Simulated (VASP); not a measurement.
Here is a VASP 6.6.1 calculation.

The input INCAR:

```
  PREC = Accurate
  ENCUT = 600
  EDIFF = 1E-7
  ISMEAR = 0
  SIGMA = 0.1
  LREAL = F
  LASPH = T
  NELM = 120
  ALGO = Normal
  ISIF = 3
  LWAVE = F
  LCHARG = F
  GGA = PE
  IBRION = 2
  NSW = 60
  EDIFFG = -0.04
  GGA_COMPAT = F
  NELMIN = 4
```

File KPOINTS:

```
Automatic mesh
0
Gamma
  6 6 6
```

File POSCAR:

```
AlNi
1.0
    2.8597110000      0.0000000000      0.0000000000
    0.0000000000      2.8597110000      0.0000000000
    0.0000000000      0.0000000000      2.8597110000
Al Ni
1 1
Direct
    0.5000000000      0.5000000000      0.5000000000
    0.0000000000      0.0000000000      0.0000000000
```

Potentials or basis: VASP PAW PBE potentials, release 64 (Al, Ni).

The run is started by

```bash
$ cat potpaw_PBE.64/Al/POTCAR potpaw_PBE.64/Ni/POTCAR > POTCAR
$ mpirun -np 1 vasp_std > vasp.out
```

Q: Estimate the space group after relaxing (to 0.05 Å).

A: Pm-3m (No. 221).

Q: Estimate the relaxed volume.

A: 12.12 Å³/atom.

The path:
| step | energy change (eV) | largest force (eV/Å) | pressure (GPa) | volume (Å³) |
| --- | --- | --- | --- | --- |
| 1 | 0.0000 | 0.0000 | 6.20 | 23.39 |
| 2 | -0.0065 | 0.0000 | -4.26 | 24.95 |
| 3 | -0.0161 | 0.0000 | -0.01 | 24.25 |

Caveat: the k points lie up to 0.36 Å⁻¹ apart in the final cell. Spin polarisation is off, so any magnetic state and its effect on volume and gap are missing.
